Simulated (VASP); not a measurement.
Crystal: Sb.

```
Sb
1.0
     2.19421    2.19098    0.02497
    -0.13866    0.06806   -6.34875
    -4.27282    4.26635   -0.14619
Sb
4
Cartesian
  0.1444 -0.0112 0.2402
  -0.0257 0.1174 -3.0729
  -0.2988 4.3565 -6.4794
  0.0184 4.3217 -3.4817
```

- Program: VASP 6.6.1
- Task: relaxation of cell and atoms
- Functional: PBE
- Potentials or basis: VASP PAW PBE potentials, release 64 (Sb)
- Cutoff: 600 eV
- k mesh: 8 × 4 × 4
- Occupations: gaussian, width 0.2 eV
- Spin: no spin polarisation

At the start: pressure 2.4 GPa; volume 29.70 Å³/atom.

Question: Where does the relaxation end?

Answer: Over 36 steps the energy falls by 38.7 meV/atom and the volume is 30.21 Å³/atom (+1.7 %); space group P1 (No. 1, to 0.1 Å) before, Pm-3m (No. 221, to 0.1 Å).

Step by step:
```tsv
step	energy change (eV)	largest force (eV/Å)	pressure (GPa)	volume (Å³)
1	0.0000	0.6127	2.42	118.79
2	-0.0713	0.1622	-1.71	126.56
3	-0.0894	0.1589	-0.56	123.96
4	-0.0992	0.2089	-0.03	122.54
5	-0.1001	0.2298	0.20	121.98
6	-0.1090	0.1974	0.16	121.76
7	-0.1271	0.1214	0.11	121.06
8	-0.1257	0.1006	0.40	119.53
9	-0.1330	0.0770	0.17	120.39
10	-0.1345	0.0699	-0.36	121.53
11	-0.1357	0.0701	-0.15	121.07
12	-0.1390	0.0639	0.08	120.60
13	-0.1407	0.0632	0.40	119.96
14	-0.1421	0.0589	0.31	120.15
15	-0.1446	0.0488	0.03	120.73
16	-0.1449	0.0452	-0.10	121.01
17	-0.1454	0.0449	-0.06	120.93
18	-0.1464	0.0441	0.05	120.69
19	-0.1470	0.0427	0.28	120.23
20	-0.1471	0.0423	0.27	120.24
21	-0.1477	0.0408	0.26	120.27
22	-0.1486	0.0373	0.23	120.34
23	-0.1500	0.0408	0.19	120.48
24	-0.1501	0.0581	0.13	120.74
25	-0.1505	0.0499	0.15	120.62
26	-0.1514	0.0471	0.04	120.84
27	-0.1517	0.0427	-0.15	121.23
28	-0.1517	0.0438	-0.10	121.13
29	-0.1520	0.0444	-0.05	121.00
30	-0.1524	0.0452	0.07	120.74
31	-0.1523	0.0447	0.30	120.22
32	-0.1525	0.0453	0.16	120.54
33	-0.1527	0.0435	0.15	120.56
34	-0.1532	0.0382	0.12	120.60
35	-0.1540	0.0287	0.06	120.67
36	-0.1547	0.0184	-0.03	120.82
```

Final structure:
```yaml
crystal:
  lattice:
    - [2.20293, 2.20138, -0.00583]
    - [-0.00762, 0.01904, -6.23159]
    - [-4.40375, 4.40082, -0.01274]
  atoms:
    - { symbol: Sb, position: [0.00266, 0.99691, 0.99935] }
    - { symbol: Sb, position: [0.00681, 0.49761, 0.99889] }
    - { symbol: Sb, position: [0.99458, 0.00381, 0.49976] }
    - { symbol: Sb, position: [0.99595, 0.50168, 0.50200] }
```

Caveat: the highest band is partly filled, so the run has too few bands.
